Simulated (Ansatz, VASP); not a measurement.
## Two plane-wave programs on GaH6

```
CELL_PARAMETERS angstrom
4.76423 0.00000 0.00000
0.00000 4.76423 0.00000
0.00000 0.00000 4.76423
ATOMIC_POSITIONS crystal
Ga 0.00000 0.00000 0.00000
H 0.07899 0.50000 0.50000
H 0.50000 0.07899 0.50000
H 0.92101 0.50000 0.50000
H 0.50000 0.92101 0.50000
H 0.50000 0.50000 0.07899
H 0.50000 0.50000 0.92101
```

Change from the starting cell: species swapped into the LaB6 type (Pm-3m, No. 221).

Alike in both runs: task relaxation of cell and atoms; functional PBE; k mesh 8 × 8 × 8; occupations gaussian, width 0.1 eV; no spin polarisation.

|  | VASP | Ansatz |
| --- | --- | --- |
| version | VASP 6.6.1 | Ansatz 0.2.0 |
| potentials or method | VASP PAW PBE potentials, release 64 (Ga_d, H), cutoff 600 eV | scalar-relativistic, plane waves, PAW |
| valence electrons in the cell | 19 | 19 |

VASP gave:

```
gap on the k mesh at the Fermi level, each at its own relaxed structure (eV) : none
relaxed volume (Å³/atom)                                                     : 15.45
relaxed cell length with the largest relative difference (Å)                 : 4.764
```

Task: Which values does Ansatz return?

Result: gap on the k mesh at the Fermi level, each at its own relaxed structure (eV): none; relaxed volume (Å³/atom): 15.77; relaxed cell length with the largest relative difference (Å): 4.797.

A gap of «none» marks a metal or a gap that the smearing closes.
